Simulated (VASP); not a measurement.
# Ga4As3P (P-4m2) in VASP: a series of runs, part 3 of 3

VASP 6.6.1.

**4. Relaxation of cell and atoms, PBE**

File INCAR:

```
SYSTEM = Ga4As3P
PREC = Accurate
ENCUT = 600
EDIFF = 1E-6
ISMEAR = 0
SIGMA = 0.1
LREAL = .FALSE.
LASPH = .TRUE.
NELM = 100
ALGO = Normal
ISIF = 3
LWAVE = .FALSE.
LCHARG = .FALSE.
GGA = PE
IBRION = 2
NSW = 90
EDIFFG = -0.04
```

File KPOINTS:

```
regular mesh
0
G
  4 4 2
  0 0 0
```

File POSCAR:

```
Ga4As3P
1.0
    3.8849205900      0.0000000000      0.0000000000
    0.0000000000      3.8849205900      0.0000000000
    0.0000000000      0.0000000000     10.9882147800
Ga P As
4 1 3
Direct
    0.5000000000      0.0000000000      0.8750000000
    0.0000000000      0.5000000000      0.1250000000
    0.5000000000      0.0000000000      0.3750000000
    0.0000000000      0.5000000000      0.6250000000
    0.5000000000      0.5000000000      0.0000000000
    0.0000000000      0.0000000000      0.2500000000
    0.5000000000      0.5000000000      0.5000000000
    0.0000000000      0.0000000000      0.7500000000
```

Potentials or basis: VASP PAW PBE potentials, release 64 (Ga_d, P, As).

Started as:

```sh
cat potpaw_PBE.64/Ga_d/POTCAR potpaw_PBE.64/P/POTCAR potpaw_PBE.64/As/POTCAR > POTCAR
mpirun -np 1 vasp_std > vasp.out
```

OUTCAR:

```text
SYSTEM = Ga4As3P
   PREC = Accurate
   ENCUT = 600
   EDIFF = 1E-6
   ISMEAR = 0
   LREAL = .FALSE.
   LASPH = .TRUE.
   NELM = 100
   ISIF = 3
   GGA = PE
   IBRION = 2
   NSW = 90
   EDIFFG = -0.04

 ion  position               nearest neighbor table
   1  0.500  0.000  0.875-   5 2.38   8 2.38   5 2.38   8 2.38
   2  0.000  0.500  0.125-   5 2.38   6 2.38   6 2.38   5 2.38
   3  0.500  0.000  0.375-   6 2.38   7 2.38   7 2.38   6 2.38
   4  0.000  0.500  0.625-   7 2.38   8 2.38   8 2.38   7 2.38
   5  0.500  0.500  0.000-   1 2.38   2 2.38   1 2.38   2 2.38
   6  0.000  0.000  0.250-   2 2.38   3 2.38   2 2.38   3 2.38
   7  0.500  0.500  0.500-   3 2.38   4 2.38   3 2.38   4 2.38
   8  0.000  0.000  0.750-   1 2.38   4 2.38   4 2.38   1 2.38

  LATTYP: Found a simple tetragonal cell.
 ALAT       =     3.8849205900
 C/A-ratio  =     2.8284271262

  Lattice vectors:

 A1 = (   3.8849205900,   0.0000000000,   0.0000000000)
 A2 = (   0.0000000000,   3.8849205900,   0.0000000000)
 A3 = (   0.0000000000,   0.0000000000,  10.9882147800)

Analysis of symmetry for initial positions (statically):
=====================================================================
 Subroutine PRICEL returns:
 Original cell was already a primitive cell.

 Routine SETGRP: Setting up the symmetry group for a
 simple tetragonal supercell.

 Subroutine GETGRP returns: Found  8 space group operations
 (whereof  8 operations were pure point group operations)
 out of a pool of 16 trial point group operations.

The static configuration has the point symmetry D_2d.

Analysis of symmetry for dynamics (positions and initial velocities):
=====================================================================
 Subroutine PRICEL returns:
 Original cell was already a primitive cell.

 Routine SETGRP: Setting up the symmetry group for a
 simple tetragonal supercell.

 Subroutine GETGRP returns: Found  8 space group operations
 (whereof  8 operations were pure point group operations)
 out of a pool of 16 trial point group operations.

The dynamic configuration has the point symmetry D_2d.

 Subroutine INISYM returns: Found  8 space group operations
 (whereof  8 operations are pure point group operations),
 and found     1 'primitive' translations

----------------------------------------------------------------------------------------

                                     Primitive cell

  volume of cell :     165.8408

  direct lattice vectors                    reciprocal lattice vectors
     3.884920590  0.000000000  0.000000000     0.257405519  0.000000000  0.000000000
     0.000000000  3.884920590  0.000000000     0.000000000  0.257405519  0.000000000
     0.000000000  0.000000000 10.988214780     0.000000000  0.000000000  0.091006594

  length of vectors
     3.884920590  3.884920590 10.988214780     0.257405519  0.257405519  0.091006594

  position of ions in fractional coordinates (direct lattice)
     0.500000000  0.000000000  0.875000000
     0.000000000  0.500000000  0.125000000
     0.500000000  0.000000000  0.375000000
     0.000000000  0.500000000  0.625000000
     0.500000000  0.500000000  0.000000000
     0.000000000  0.000000000  0.250000000
     0.500000000  0.500000000  0.500000000
     0.000000000  0.000000000  0.750000000

  ion indices of the primitive-cell ions
   primitive index   ion index
                 1           1
                 2           2
                 3           3
                 4           4
[... 32 lines left out ...]
            Coordinates               Weight
  0.000000  0.000000  0.000000      1.000000
  0.250000  0.000000  0.000000      4.000000
  0.500000  0.000000  0.000000      2.000000
  0.250000  0.250000  0.000000      4.000000
  0.500000  0.250000  0.000000      4.000000
  0.500000  0.500000  0.000000      1.000000
  0.000000  0.000000  0.500000      1.000000
  0.250000  0.000000  0.500000      4.000000
  0.500000  0.000000  0.500000      2.000000
  0.250000  0.250000  0.500000      4.000000
  0.500000  0.250000  0.500000      4.000000
  0.500000  0.500000  0.500000      1.000000
   k-points           NKPTS =     12   k-points in BZ     NKDIM =     12   number of bands    NBANDS=     43
   number of dos      NEDOS =    301   number of ions     NIONS =      8
   total plane-waves  NPLWV =  92160
   dimension x,y,z NGX =    32 NGY =   32 NGZ =   90
   dimension x,y,z NGXF=    64 NGYF=   64 NGZF=  180
   ions per type =               4   1   3
   NGX,Y,Z   is equivalent  to a cutoff of  13.69, 13.69, 13.62 a.u.
   NGXF,Y,Z  is equivalent  to a cutoff of  27.39, 27.39, 27.23 a.u.
 SYSTEM =  Ga4As3P
   PREC   = accura    normal or accurate (medium, high low for compatibility)
   ISTART =      0    job   : 0-new  1-cont  2-samecut
   ICHARG =      2    charge: 1-file 2-atom 10-const
   ISPIN  =      1    spin polarized calculation?
   LNONCOLLINEAR =      F non collinear calculations
   LSORBIT =      F    spin-orbit coupling
   LASPH  =      T    aspherical Exc in radial PAW
   ENCUT  =  600.0 eV  44.10 Ry    6.64 a.u.   7.76  7.76 21.95*2*pi/ulx,y,z
   NELM   =    100;   NELMIN=  2; NELMDL= -5     # of ELM steps
   EDIFF  = 0.1E-05   stopping-criterion for ELM
   LREAL  =      F    real-space projection
   EDIFFG = -.4E-01   stopping-criterion for IOM
   NSW    =     90    number of steps for IOM
   IBRION =      2    ionic relax: 0-MD 1-quasi-New 2-CG
   NFREE  =      1    steps in history (QN), initial steepest desc. (CG)
   ISIF   =      3    stress and relaxation
   ISYM   =      2    0-nonsym 1-usesym 2-fastsym
   POTIM  = 0.5000    time-step for ionic-motion
   TEBEG  =    0.0;   TEEND  =   0.0 temperature during run
   PSTRESS=    0.0 pullay stress
   NELECT =      72.0000    total number of electrons
   NUPDOWN=      -1.0000    fix difference up-down
   EMIN   =  10.00;   EMAX   =-10.00  energy-range for DOS
   EFERMI =   0.00;   METHOD = LEGACY
   ISMEAR =     0;   SIGMA  =   0.10  broadening in eV -4-tet -1-fermi 0-gaus
   EFERMI_NEDOS =   21; number of points for ismear=-14 and -15
   IALGO  =     38    algorithm
   IMIX   =      4    mixing-type and parameters
     AMIX     =   0.40;   BMIX     =  1.00
     AMIX_MAG =   1.60;   BMIX_MAG =  1.00
  volume/ion in A,a.u.               =      20.73       139.89
  Fermi-wavevector in a.u.,A,eV,Ry     =   1.239620  2.342542 20.907493  1.536657
  Thomas-Fermi vector in A             =   2.374095
   LORBIT       =      0    0 simple, 1 ext, 2 COOP (PROOUT), +10 PAW based schemes
   GGA     = PE    functional components
   LHFCALC =     F    Hartree Fock is set to
   AEXX    =    0.0000 exact exchange contribution
   IVDW    =     0    specifies the selected vdW correction
   LEPSILON=     F    determine dielectric tensor
   LRPA    =     F    only Hartree local field effects (RPA)
 conjugate gradient relaxation of ions
 non-spin polarized calculation
 Gauss-broadening in eV      SIGMA  =   0.10
  energy-cutoff  :      600.00
  volume of cell :      165.84
 maximum number of plane-waves:      5562
 NGX is ok and might be reduce to    32
   NGX = 15   NGY = 15   NGZ = 43

--------------------------------------- Ionic step        1  -------------------------------------------

 number of electron      72.0000011 magnetization

 Free energy of the ion-electron system (eV)
  ---------------------------------------------------
  ext. energy  EPLUGINS =         0.00000000
  ---------------------------------------------------
  free energy    TOTEN  =       -33.14518762 eV

  energy without entropy =      -33.14518762  energy(sigma->0) =      -33.14518762

 E-fermi :   5.2006     XC(G=0):  -9.9078

 val. band max:        4.7060747323   @ k =   0.0000   0.0000   0.0000
 cond. band min:       5.9983364912   @ k =   0.0000   0.0000   0.0000
 fundamental gap:      1.2922617589
 Fermi energy:         5.2005589149

 k-point     1 :       0.0000    0.0000    0.0000
  band No.  band energies     occupation
      1     -10.3554      2.00000
      2     -10.2914      2.00000
      3     -10.2202      2.00000
      4     -10.2202      2.00000
      5     -10.2202      2.00000
      6     -10.1877      2.00000
[... 660 lines left out ...]
  FREE ENERGIE OF THE ION-ELECTRON SYSTEM (eV)
  ---------------------------------------------------
  free  energy   TOTEN  =       -33.6396572178 eV

  energy  without entropy=      -33.6396162718  energy(sigma->0) =      -33.63963674

[... ionic steps 4 to 7 ...]

--------------------------------------- Ionic step        8  -------------------------------------------

 number of electron      72.0000046 magnetization

------------------------ aborting loop because EDIFF is reached ----------------------------------------
[... 79 lines left out ...]
--------------------------------------- Ionic step       10  -------------------------------------------

 number of electron      72.0000053 magnetization

 Free energy of the ion-electron system (eV)
  ---------------------------------------------------
  ext. energy  EPLUGINS =         0.00000000
  ---------------------------------------------------
  free energy    TOTEN  =       -33.66887177 eV

  energy without entropy =      -33.66884130  energy(sigma->0) =      -33.66885653

 E-fermi :   3.9797     XC(G=0):  -9.4453

 val. band max:        3.7595899690   @ k =   0.0000   0.0000   0.0000
 cond. band min:       4.1980253303   @ k =   0.0000   0.0000   0.0000
 fundamental gap:      0.4384353613
 Fermi energy:         3.9797417779

 k-point     1 :       0.0000    0.0000    0.0000
  band No.  band energies     occupation
      1     -11.0860      2.00000
      2     -11.0402      2.00000
      3     -11.0333      2.00000
      4     -11.0039      2.00000
      5     -11.0039      2.00000
      6     -10.9797      2.00000
[... 576 lines left out ...]
  FREE ENERGIE OF THE ION-ELECTRON SYSTEM (eV)
  ---------------------------------------------------
  free  energy   TOTEN  =       -33.6688717663 eV

  energy  without entropy=      -33.6688413037  energy(sigma->0) =      -33.66885653

 reached required accuracy - stopping structural energy minimisation
```

It took 21 min on 1 thread of Intel Xeon 8259CL, shared host; peak memory 0.36 GiB.

What came out:

* Free energy: -33.6689 eV
* Relaxed volume: 22.97 Å³/atom
* Relaxed cell: a = 4.043 Å, b = 4.043 Å, c = 11.239 Å, α = 90.00°, β = 90.00°, γ = 90.00°
* Space group after relaxing (to 0.1 Å): P-4m2 (No. 115)
* Energy gained by relaxing: 65.5 meV/atom
* Ionic steps: 10
* Pressure after relaxing: 0.1 GPa
* Largest force after relaxing: 0.037 eV/Å
* Band gap on the k mesh: 0.44 eV

Forces on the atoms (eV/Å):
```
Ga   0.000  0.000  0.037
Ga   0.000  0.000 -0.037
Ga   0.000  0.000 -0.004
Ga   0.000  0.000  0.004
P    0.000  0.000  0.000
As   0.000  0.000  0.009
As   0.000  0.000  0.000
As   0.000  0.000 -0.009
```

The path:
| step | energy change (eV) | largest force (eV/Å) | pressure (GPa) | volume (Å³) |
| --- | --- | --- | --- | --- |
| 1 | 0.0000 | 0.8503 | 8.77 | 165.84 |
| 2 | -0.4004 | 0.2075 | -2.93 | 194.58 |
| 3 | -0.4945 | 0.3257 | -0.20 | 184.84 |
| 4 | -0.4943 | 0.3346 | 0.04 | 184.44 |
| 5 | -0.5067 | 0.1969 | 0.02 | 184.16 |
| 6 | -0.5163 | 0.1625 | 0.16 | 183.71 |
| 7 | -0.5169 | 0.1597 | 0.20 | 183.57 |
| 8 | -0.5219 | 0.0885 | -0.16 | 184.45 |
| 9 | -0.5224 | 0.0744 | -0.25 | 184.76 |
| 10 | -0.5237 | 0.0370 | 0.12 | 183.74 |

Final structure:
```cif
data_structure
_symmetry_space_group_name_H-M 'P 1'
_symmetry_Int_Tables_number 1
_cell_length_a 4.0433
_cell_length_b 4.0433
_cell_length_c 11.2388
_cell_angle_alpha 90.000
_cell_angle_beta 90.000
_cell_angle_gamma 90.000
_cell_volume 183.74
loop_
_atom_site_label
_atom_site_type_symbol
_atom_site_fract_x
_atom_site_fract_y
_atom_site_fract_z
_atom_site_occupancy
Ga1 Ga 0.50000 0.00000 0.88167 1
Ga2 Ga 0.00000 0.50000 0.11833 1
Ga3 Ga 0.50000 0.00000 0.37263 1
Ga4 Ga 0.00000 0.50000 0.62737 1
P1 P 0.50000 0.50000 0.00000 1
As1 As 0.00000 0.00000 0.24540 1
As2 As 0.50000 0.50000 0.50000 1
As3 As 0.00000 0.00000 0.75460 1
```

Caveat: semilocal functionals underestimate gaps, and a narrow one can read as zero.

**5. Single point, PBE**

This run uses another cell than the first one, of 22.96 Å³/atom.

File INCAR:

```
SYSTEM = Ga4As3P
PREC = Accurate
ENCUT = 520
EDIFF = 1E-7
ISMEAR = 0
SIGMA = 0.02
LREAL = .False.
LASPH = .True.
NELM = 60
ALGO = Normal
ISIF = 2
LWAVE = .False.
LCHARG = .False.
GGA = PE
NBANDS = 46
```

File KPOINTS:

```
regular mesh
0
Gamma
  10 10 4
  0 0 0
```

File POSCAR:

```
Ga4As3P
1.0
    4.0188733581      0.0000000000      0.0000000000
    0.0000000000      4.0188733581      0.0000000000
    0.0000000000      0.0000000000     11.3713467547
Ga P As
4 1 3
Direct
    0.5000000000      0.0000000000      0.8818543393
    0.0000000000      0.5000000000      0.1181456607
    0.5000000000      0.0000000000      0.3725962428
    0.0000000000      0.5000000000      0.6274037572
    0.5000000000      0.5000000000      0.0000000000
    0.0000000000      0.0000000000      0.2454291742
    0.5000000000      0.5000000000      0.5000000000
    0.0000000000      0.0000000000      0.7545708258
```

Started as:

```sh
cat potpaw_PBE.64/Ga_d/POTCAR potpaw_PBE.64/P/POTCAR potpaw_PBE.64/As/POTCAR > POTCAR
mpirun -np 1 vasp_std > vasp.out
```

It took 5.4 min on 1 thread of Intel Xeon 6975P-C (Granite Rapids), shared host; peak memory 0.55 GiB.

The run converged. Its results:

```
Free energy            : -33.9023 eV
Pressure               : 0.1 GPa
Largest force          : 0.015 eV/Å
Band gap on the k mesh : 0.47 eV
```

Forces in eV/Å, atoms in the order of the input:
```
Ga   0.000  0.000  0.015
Ga   0.000  0.000 -0.015
Ga   0.000  0.000 -0.001
Ga   0.000  0.000  0.001
P    0.000  0.000  0.000
As   0.000  0.000  0.000
As   0.000  0.000  0.000
As   0.000  0.000  0.000
```

Levels at points of the mesh, in eV from the valence-band top:
```
           k point  band 34  band 35  band 36  band 37  band 38  band 39
(0.00, 0.00, 0.00)    -0.03     0.00     0.00     0.47     1.55     1.56
(0.50, 0.00, 0.00)    -1.03    -0.98    -0.95     1.01     1.01     2.58
(0.50, 0.50, 0.00)    -2.55    -2.55    -2.50     1.44     1.69     1.69
(0.00, 0.00, 0.50)    -0.72    -0.51    -0.51     1.41     1.56     2.15
(0.50, 0.00, 0.50)    -1.00    -0.98    -0.98     1.92     2.10     2.10
(0.50, 0.50, 0.50)    -2.93    -2.85    -2.83     2.44     2.58     2.64
```

Caveat: semilocal functionals underestimate gaps, and a narrow one can read as zero.

**6. Overview**

```tsv
task	cell	k mesh	cutoff (eV)	smearing	gap on the mesh (eV)	pressure (GPa)	largest force (eV/Å)
single point	a = 3.885, b = 3.885, c = 10.988 Å, 8 atoms, atomic positions A	4 × 4 × 2	520	gaussian 0.1 eV	1.29	8.8	0.85
single point	a = 4.036, b = 4.036, c = 11.258 Å, 8 atoms, atomic positions B	4 × 4 × 2	520	gaussian 0.1 eV	0.47	0.3	0.05
relaxation of cell and atoms	relaxed from a = 3.885, b = 3.885, c = 10.988 Å, 8 atoms, atomic positions A	4 × 4 × 2	600	gaussian 0.1 eV	0.44	0.1	0.04
single point	a = 4.019, b = 4.019, c = 11.371 Å, 8 atoms, atomic positions C	10 × 10 × 4	520	gaussian 0.02 eV	0.47	0.1	0.01
```

Alike in all rows: level PBE; potentials or basis VASP PAW PBE potentials, release 64 (Ga_d, P, As); no spin polarisation.

Caveats: semilocal functionals underestimate gaps, and a narrow one can read as zero (at least some runs); the cell stands under pressure (at least some runs).

Absolute energies hang on the potentials; compare differences alone.
